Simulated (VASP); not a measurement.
GaN:

```
CELL_PARAMETERS angstrom
0.00000 2.06921 2.06921
2.06921 0.00000 2.06921
2.06921 2.06921 0.00000
ATOMIC_POSITIONS crystal
Ga 0.50000 0.50000 0.50000
N 0.00000 0.00000 0.00000
```

Program: VASP 6.6.1. Alike in all runs: task single point; potentials or basis VASP PAW PBE potentials, release 64 (Ga_d, N); no spin polarisation; cell as given; k mesh 10 × 10 × 10; cutoff (eV) 520; smearing gaussian 0.05 eV.

Order these runs on this cell by their pressure, lowest first.
A. level BLYP
B. level RPBE+D4
C. level r2SCAN

B (11.6 GPa), C (17.2 GPa), A (35.1 GPa).

Caveats: the PAW data sets were made with another functional, which shifts forces and pressure a little.
